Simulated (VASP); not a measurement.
A run of VASP 6.6.1:

Contents of INCAR:

```
PREC = Accurate
ENCUT = 520
EDIFF = 1E-7
ISMEAR = -1
SIGMA = 0.1
LREAL = False
LASPH = True
NELM = 80
ALGO = Normal
ISIF = 2
LWAVE = False
LCHARG = False
NBANDS = 32
```

The input KPOINTS:

```
regular mesh
0
Gamma
  13 13 4
```

POSCAR

```
Zr
1.0
    3.2077683875      0.0000000000      0.0000000000
   -1.6038841938      2.7780089131      0.0000000000
    0.0000000000      0.0000000000     10.5440137948
Zr
4
Direct
    0.0000000000      1.0000000000      0.0000000000
    0.0000000000      1.0000000000      0.5000000000
    0.3333333333      0.6666666667      0.2500000000
    0.6666666667      0.3333333333      0.7500000000
```

Potentials or basis: VASP PAW LDA potentials, release 64 (Zr_sv).

Run with:

```console
$ cat potpaw_LDA.64/Zr_sv/POTCAR > POTCAR
$ mpirun -np 1 vasp_std > vasp.out
```

Hardware: 1 thread of AMD EPYC 7R13 (shared host).

**Question.** Estimate the wall time of this run.

**Answer.** Wall time 5.8 min on 1 thread of AMD EPYC 7R13, on a shared host, peak memory 0.23 GiB. Counts: scf iterations 15, k points 63.
